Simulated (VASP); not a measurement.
# Sb (Im-3m) in VASP: single point with PBE

Aim: the single point of Sb with PBE.

Program: VASP 6.6.1. These are calculated values, not measurements. Logs are shortened: lines on timing, memory, paths and dates and some standing lists are left out, and cuts for length are marked.

**1. The cell of the first run**

The structure is cubic, space group Im-3m (No. 229). Conventional cell: a = 3.450 Å, b = 3.450 Å, c = 3.450 Å, α = 90.00°, β = 90.00°, γ = 90.00°. Within 3.9 Å of Sb (site symmetry m-3m) lie 14 Sb at 2.99 to 3.45 Å.

This isn't the form of Sb at room conditions, which is rhombohedral.

**2. Single point, PBE, collinear spin, zero start**

INCAR reads:

```
PREC = Accurate
ENCUT = 500
EDIFF = 1E-6
ISMEAR = -1
SIGMA = 0.1
LREAL = False
LASPH = True
NELM = 200
ALGO = Normal
ISIF = 2
LWAVE = False
LCHARG = False
ISPIN = 2
MAGMOM = 0
LORBIT = 11
GGA = PE
NBANDS = 12
GGA_COMPAT = False
```

KPOINTS reads:

```
regular mesh
0
Gamma
  9 9 9
```

POSCAR reads:

```
Sb
1.0
   -1.7250000000      1.7250000000      1.7250000000
    1.7250000000     -1.7250000000      1.7250000000
    1.7250000000      1.7250000000     -1.7250000000
Sb
1
Direct
    0.0000000000      0.0000000000      0.0000000000
```

Potentials or basis: VASP PAW PBE potentials, release 64 (Sb).

Started as:

```console
cat potpaw_PBE.64/Sb/POTCAR > POTCAR
mpirun -np 1 vasp_std > vasp.out
```

OUTCAR:

```text
PREC = Accurate
   ENCUT = 500
   EDIFF = 1E-6
   ISMEAR = -1
   LREAL = False
   LASPH = True
   NELM = 200
   ISIF = 2
   ISPIN = 2
   LORBIT = 11
   GGA = PE

 ion  position               nearest neighbor table
   1  0.000  0.000  0.000-

  LATTYP: Found a body centered cubic cell.
 ALAT       =     3.4500000000

  Lattice vectors:

 A1 = (  -1.7250000000,   1.7250000000,   1.7250000000)
 A2 = (   1.7250000000,  -1.7250000000,   1.7250000000)
 A3 = (   1.7250000000,   1.7250000000,  -1.7250000000)

Analysis of symmetry for initial positions (statically):
=====================================================================
 Subroutine PRICEL returns:
 Original cell was already a primitive cell.

 Routine SETGRP: Setting up the symmetry group for a
 body centered cubic supercell.

 Subroutine GETGRP returns: Found 48 space group operations
 (whereof 48 operations were pure point group operations)
 out of a pool of 48 trial point group operations.

The static configuration has the point symmetry O_h .

Analysis of symmetry for dynamics (positions and initial velocities):
=====================================================================
 Subroutine PRICEL returns:
 Original cell was already a primitive cell.

 Routine SETGRP: Setting up the symmetry group for a
 body centered cubic supercell.

 Subroutine GETGRP returns: Found 48 space group operations
 (whereof 48 operations were pure point group operations)
 out of a pool of 48 trial point group operations.

The dynamic configuration has the point symmetry O_h .

Analysis of structural, dynamic, and magnetic symmetry:
=====================================================================
 Subroutine PRICEL returns:
 Original cell was already a primitive cell.

 Routine SETGRP: Setting up the symmetry group for a
 body centered cubic supercell.

 Subroutine GETGRP returns: Found 48 space group operations
 (whereof 48 operations were pure point group operations)
 out of a pool of 48 trial point group operations.

The overall configuration has the point symmetry O_h .

 Subroutine INISYM returns: Found 48 space group operations
 (whereof 48 operations are pure point group operations),
 and found     1 'primitive' translations

----------------------------------------------------------------------------------------

                                     Primitive cell

  volume of cell :      20.5318

  direct lattice vectors                    reciprocal lattice vectors
    -1.725000000  1.725000000  1.725000000     0.000000000  0.289855072  0.289855072
     1.725000000 -1.725000000  1.725000000     0.289855072  0.000000000  0.289855072
     1.725000000  1.725000000 -1.725000000     0.289855072  0.289855072  0.000000000

  length of vectors
     2.987787643  2.987787643  2.987787643     0.409916975  0.409916975  0.409916975

  position of ions in fractional coordinates (direct lattice)
     0.000000000  0.000000000  0.000000000

  ion indices of the primitive-cell ions
   primitive index   ion index
                 1           1

----------------------------------------------------------------------------------------

 KPOINTS: regular mesh

Automatic generation of k-mesh.
 Grid dimensions read from file:
 generate k-points for:    9    9    9

 Generating k-lattice:

  Cartesian coordinates                     Fractional coordinates (reciprocal lattice)
     0.000000000  0.032206119  0.032206119     0.111111111  0.000000000  0.000000000
     0.032206119  0.000000000  0.032206119     0.000000000  0.111111111  0.000000000
     0.032206119  0.032206119  0.000000000     0.000000000  0.000000000  0.111111111

  Length of vectors
     0.045546331  0.045546331  0.045546331

  Shift w.r.t. Gamma in fractional coordinates (k-lattice)
     0.000000000  0.000000000  0.000000000

 Subroutine IBZKPT returns following result:
 ===========================================

 Found     35 irreducible k-points:

 Following reciprocal coordinates:
            Coordinates               Weight
  0.000000  0.000000  0.000000      1.000000
  0.111111  0.000000  0.000000     12.000000
  0.222222  0.000000  0.000000     12.000000
  0.333333  0.000000  0.000000     12.000000
  0.444444  0.000000  0.000000     12.000000
  0.111111  0.111111  0.000000     24.000000
[... 16 lines left out ...]
 -0.333333  0.444444  0.111111     48.000000
 -0.444444 -0.444444  0.111111     24.000000
 [... further k-points ...]
   k-points           NKPTS =     35   k-points in BZ     NKDIM =     35   number of bands    NBANDS=     12
   number of dos      NEDOS =    301   number of ions     NIONS =      1
   total plane-waves  NPLWV =  13824
   dimension x,y,z NGX =    24 NGY =   24 NGZ =   24
   dimension x,y,z NGXF=    48 NGYF=   48 NGZF=   48
   ions per type =               1
   NGX,Y,Z   is equivalent  to a cutoff of  13.35, 13.35, 13.35 a.u.
   NGXF,Y,Z  is equivalent  to a cutoff of  26.71, 26.71, 26.71 a.u.
 SYSTEM =  unknown system
   PREC   = accura    normal or accurate (medium, high low for compatibility)
   ISTART =      0    job   : 0-new  1-cont  2-samecut
   ICHARG =      2    charge: 1-file 2-atom 10-const
   ISPIN  =      2    spin polarized calculation?
   LNONCOLLINEAR =      F non collinear calculations
   LSORBIT =      F    spin-orbit coupling
   LASPH  =      T    aspherical Exc in radial PAW
   ENCUT  =  500.0 eV  36.75 Ry    6.06 a.u.   5.45  5.45  5.45*2*pi/ulx,y,z
   NELM   =    200;   NELMIN=  2; NELMDL= -5     # of ELM steps
   EDIFF  = 0.1E-05   stopping-criterion for ELM
   LREAL  =      F    real-space projection
   EDIFFG = 0.1E-04   stopping-criterion for IOM
   NSW    =      0    number of steps for IOM
   IBRION =     -1    ionic relax: 0-MD 1-quasi-New 2-CG
   NFREE  =      0    steps in history (QN), initial steepest desc. (CG)
   ISIF   =      2    stress and relaxation
   ISYM   =      2    0-nonsym 1-usesym 2-fastsym
   POTIM  = 0.5000    time-step for ionic-motion
   TEBEG  =    0.0;   TEEND  =   0.0 temperature during run
   PSTRESS=    0.0 pullay stress
   NELECT =       5.0000    total number of electrons
   NUPDOWN=      -1.0000    fix difference up-down
   EMIN   =  10.00;   EMAX   =-10.00  energy-range for DOS
   EFERMI =   0.00;   METHOD = LEGACY
   ISMEAR =    -1;   SIGMA  =   0.10  broadening in eV -4-tet -1-fermi 0-gaus
   EFERMI_NEDOS =   21; number of points for ismear=-14 and -15
   IALGO  =     38    algorithm
   IMIX   =      4    mixing-type and parameters
     AMIX     =   0.40;   BMIX     =  1.00
     AMIX_MAG =   1.60;   BMIX_MAG =  1.00
  volume/ion in A,a.u.               =      20.53       138.56
  Fermi-wavevector in a.u.,A,eV,Ry     =   1.022325  1.931915 14.220113  1.045149
  Thomas-Fermi vector in A             =   2.155998
   LORBIT       =     11    0 simple, 1 ext, 2 COOP (PROOUT), +10 PAW based schemes
   GGA     = PE    functional components
   LHFCALC =     F    Hartree Fock is set to
   AEXX    =    0.0000 exact exchange contribution
   IVDW    =     0    specifies the selected vdW correction
   LEPSILON=     F    determine dielectric tensor
   LRPA    =     F    only Hartree local field effects (RPA)
 spin polarized calculation
  energy-cutoff  :      500.00
  volume of cell :       20.53
 maximum number of plane-waves:       531
 NGX is ok and might be reduce to    24
   NGX = 11   NGY = 11   NGZ = 11

 number of electron       5.0000000 magnetization       0.0000002

 number of electron       5.0000000 magnetization      -0.0000001

 Free energy of the ion-electron system (eV)
  ---------------------------------------------------
  ext. energy  EPLUGINS =         0.00000000
  ---------------------------------------------------
  free energy    TOTEN  =        -3.40236160 eV

  energy without entropy =       -3.38736162  energy(sigma->0) =       -3.39486161

 E-fermi :  12.5690     XC(G=0): -11.4594

 val. band max:       12.5357526217   @ k =   0.2222   0.2222   0.1111
 cond. band min:      12.7432738007   @ k =  -0.4444  -0.4444   0.3333
 fundamental gap:      0.2075211790
 Fermi energy:        12.5689700116

 spin component 1

 k-point     1 :       0.0000    0.0000    0.0000
  band No.  band energies     occupation
      1      -2.8494      1.00000
      2      20.4449      0.00000
      3      20.4449      0.00000
      4      20.4449      0.00000
      5      24.1368      0.00000
      6      24.1368      0.00000
      7      24.1368      0.00000
      8      24.3730      0.00000
      9      24.3730      0.00000
     10      24.3730      0.00000
     11      25.9212      0.00000
     12      25.9212      0.00000

 k-point     2 :       0.1111    0.0000    0.0000
  band No.  band energies     occupation
      1      -2.5191      1.00000
      2      17.8238      0.00000
      3      19.1474      0.00000
      4      19.9300      0.00000
      5      22.4156      0.00000
      6      22.4393      0.00000
      7      23.9434      0.00000
      8      25.2044      0.00000
      9      25.6135      0.00000
     10      26.5849      0.00000
     11      27.5307      0.00000
     12      28.7934      0.00000

 k-point     3 :       0.2222    0.0000    0.0000
  band No.  band energies     occupation
      1      -1.5279      1.00000
      2      13.4867      0.00010
      3      17.2270      0.00000
      4      18.7470      0.00000
      5      21.1160      0.00000
      6      21.2141      0.00000
      7      24.4680      0.00000
      8      25.9751      0.00000
      9      28.1106      0.00000
     10      29.4414      0.00000
     11      30.0115      0.00000
     12      32.1859      0.00000
[... 286 lines left out ...]
 k-point    23 :      -0.3333    0.4444    0.1111
  band No.  band energies     occupation
      1       2.0459      1.00000
      2       8.2975      1.00000
      3      11.5131      0.99997
      4      16.6843      0.00000
      5      20.3007      0.00000
      6      21.7029      0.00000
      7      25.3202      0.00000
      8      26.1881      0.00000
      9      29.8480      0.00000
     10      32.4932      0.00000
     11      34.2553      0.00000
     12      35.4181      0.00000

 k-point    24 :      -0.4444   -0.4444    0.1111
  band No.  band energies     occupation
      1       3.8586      1.00000
      2       5.9062      1.00000
      3      11.1149      1.00000
      4      16.4881      0.00000
      5      20.6505      0.00000
      6      22.7855      0.00000
      7      23.3435      0.00000
      8      25.7758      0.00000
      9      32.1298      0.00000
     10      33.3749      0.00000
     11      33.8753      0.00000
     12      34.7879      0.00000

 [... further k-points ...]

 spin component 2

 k-point     1 :       0.0000    0.0000    0.0000
  band No.  band energies     occupation
      1      -2.8494      1.00000
      2      20.4449      0.00000
      3      20.4449      0.00000
      4      20.4449      0.00000
      5      24.1368      0.00000
      6      24.1368      0.00000
      7      24.1368      0.00000
      8      24.3730      0.00000
      9      24.3730      0.00000
     10      24.3730      0.00000
     11      25.9212      0.00000
     12      25.9212      0.00000

 k-point     2 :       0.1111    0.0000    0.0000
  band No.  band energies     occupation
      1      -2.5191      1.00000
      2      17.8238      0.00000
      3      19.1474      0.00000
      4      19.9300      0.00000
      5      22.4156      0.00000
      6      22.4393      0.00000
      7      23.9434      0.00000
      8      25.2044      0.00000
      9      25.6135      0.00000
     10      26.5849      0.00000
     11      27.5307      0.00000
     12      28.7934      0.00000

 k-point     3 :       0.2222    0.0000    0.0000
  band No.  band energies     occupation
      1      -1.5279      1.00000
      2      13.4867      0.00010
      3      17.2270      0.00000
      4      18.7470      0.00000
      5      21.1160      0.00000
      6      21.2141      0.00000
      7      24.4680      0.00000
      8      25.9751      0.00000
      9      28.1106      0.00000
     10      29.4414      0.00000
     11      30.0115      0.00000
     12      32.1859      0.00000
[... 286 lines left out ...]
 k-point    23 :      -0.3333    0.4444    0.1111
  band No.  band energies     occupation
      1       2.0459      1.00000
      2       8.2975      1.00000
      3      11.5131      0.99997
      4      16.6843      0.00000
      5      20.3007      0.00000
      6      21.7029      0.00000
      7      25.3202      0.00000
      8      26.1881      0.00000
      9      29.8480      0.00000
     10      32.4933      0.00000
     11      34.2553      0.00000
     12      35.4181      0.00000

 k-point    24 :      -0.4444   -0.4444    0.1111
  band No.  band energies     occupation
      1       3.8586      1.00000
      2       5.9062      1.00000
      3      11.1149      1.00000
      4      16.4881      0.00000
      5      20.6505      0.00000
      6      22.7855      0.00000
      7      23.3435      0.00000
      8      25.7758      0.00000
      9      32.1298      0.00000
     10      33.3749      0.00000
     11      33.8753      0.00000
     12      34.7879      0.00000

 [... further k-points ...]

------------------------ aborting loop because EDIFF is reached ----------------------------------------

  FORCE on cell =-STRESS in cart. coord.  units (eV):
  Direction    XX          YY          ZZ          XY          YZ          ZX
  --------------------------------------------------------------------------------------
  -------------------------------------------------------------------------------------
  Total        4.2303314      4.2303314      4.2303314     -0.0000000      0.0000000     -0.0000000
  in kB      330.1092435    330.1092435    330.1092435     -0.0000000      0.0000000     -0.0000000
  external PRESSURE =     330.1092435 kB  Pullay stress =       0.0000000 kB

 VOLUME and BASIS-vectors are now :
 -----------------------------------------------------------------------------
  energy-cutoff  :      500.00
  volume of cell :       20.53
      direct lattice vectors                 reciprocal lattice vectors
    -1.725000000  1.725000000  1.725000000     0.000000000  0.289855072  0.289855072
     1.725000000 -1.725000000  1.725000000     0.289855072  0.000000000  0.289855072
     1.725000000  1.725000000 -1.725000000     0.289855072  0.289855072  0.000000000

 POSITION                                       TOTAL-FORCE (eV/Angst)
 -----------------------------------------------------------------------------------
      0.00000      0.00000      0.00000         0.000000     -0.000000      0.000000
 -----------------------------------------------------------------------------------
    total drift:                               -0.000000     -0.000000      0.000000

  FREE ENERGIE OF THE ION-ELECTRON SYSTEM (eV)
  ---------------------------------------------------
  free  energy   TOTEN  =        -3.4023615963 eV

  energy  without entropy=       -3.3873616233  energy(sigma->0) =       -3.39486161

 total charge

# of ion       s       p       d       tot
------------------------------------------
    1        1.238   1.184   0.081   2.502

 magnetization (x)

# of ion       s       p       d       tot
------------------------------------------
    1       -0.000   0.000  -0.000   0.000
```

Run time: 18 s. Hardware: 1 thread of AMD EPYC 7R43 (Zen 3), shared host; peak memory 0.11 GiB.

What came out:

```yaml
Free_energy: -3.4024 eV
Pressure: 33.0 GPa
Net_moment: 0.00 μB per cell
Valence_electrons_inside_the_program's_atomic_spheres: Sb 2.50
```

Caveat: the cell stands under pressure; spin-orbit coupling is left out, which moves the levels of the heavy elements.
